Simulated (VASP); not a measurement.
## Sn2CO2: relaxation of the atoms with PBE+D3(BJ)

The system is Sn2CO2, a slab with vacuum.

```
CELL_PARAMETERS angstrom
3.82017 0.00000 0.00000
0.00000 3.82017 0.00000
0.00000 0.00000 17.86304
ATOMIC_POSITIONS crystal
Sn 0.50000 0.00000 0.22393
Sn 0.00000 0.50000 0.35621
O 0.00000 0.00000 0.29007
O 0.50000 0.50000 0.29007
C 0.50000 0.00000 0.36039
```

| Quantity | Value |
| --- | --- |
| Program | VASP 6.6.1 |
| Task | relaxation of the atoms |
| Functional | PBE |
| Dispersion | D3(BJ) |
| Potentials or basis | VASP PAW PBE potentials, release 64 (Sn_d, O, C) |
| Cutoff | 520 eV |
| k mesh | 7 × 7 × 1 |
| Occupations | gaussian, width 0.05 eV |
| Spin | collinear spin |
| Starting moments | [0.0, 0.0, 0.0, 0.0, 2.0] μB |
| Dipole correction | yes |
| Atoms held fixed (from 0) | [0, 1, 2, 3] |
| Further INCAR settings | ALGO = Normal; EDIFF = 1e-06; IBRION = 2; EDIFFG = -0.025; NSW = 36 |
| Atoms held along some axes (from 0) | atom 4 along a and b |

The energy gained by relaxing is 208.7 meV/atom, the ionic steps are 5 and the band gap on the k mesh is zero (filled and empty bands overlap). The net moment is 2.00 μB per cell, the site moments are Sn +0.02, -0.06; O +0.03; C +0.94 μB and the valence electrons inside the program's atomic spheres are Sn 12.10, 11.97; O 5.00; C 2.05. The dispersion energy per atom is -0.153 eV.

Step by step:
```tsv
step	energy change (eV)	largest force on free atoms (eV/Å)	pressure (GPa)
1	0.0000	2.3841	1.90
2	-0.2476	1.9508	1.29
3	-0.7530	1.0386	-0.30
4	-1.0288	0.2222	-1.42
5	-1.0435	0.0206	-1.35
```

Final structure:
```cif
data_structure
_symmetry_space_group_name_H-M 'P 1'
_symmetry_Int_Tables_number 1
_cell_length_a 3.8202
_cell_length_b 3.8202
_cell_length_c 17.8630
_cell_angle_alpha 90.000
_cell_angle_beta 90.000
_cell_angle_gamma 90.000
_cell_volume 260.69
loop_
_atom_site_label
_atom_site_type_symbol
_atom_site_fract_x
_atom_site_fract_y
_atom_site_fract_z
_atom_site_occupancy
Sn1 Sn 0.50000 0.00000 0.22393 1
Sn2 Sn 0.00000 0.50000 0.35621 1
O1 O 0.00000 0.00000 0.29007 1
O2 O 0.50000 0.50000 0.29007 1
C1 C 0.50000 0.00000 0.41797 1
```

Levels at points of the mesh, in eV from the Fermi level:
Spin up:
```tsv
k point	band 21	band 22	band 23	band 24	band 25	band 26
(0.00, 0.00, 0.00)	-0.50	-0.35	-0.35	-0.15	2.88	3.48
```
Spin down:
```tsv
k point	band 18	band 19	band 20	band 21	band 22	band 23	band 24	band 25
(0.00, 0.00, 0.00)	-2.62	-2.25	-2.25	-0.18	1.49	1.49	1.67	3.28
```

Wall time 3.8 min on 4 MPI ranks on AMD EPYC 9R45 96-Core Processor (Zen 5), on a shared host, peak memory 0.48 GiB a rank.

Caveat: spin-orbit coupling is left out, which moves the levels of the heavy elements.
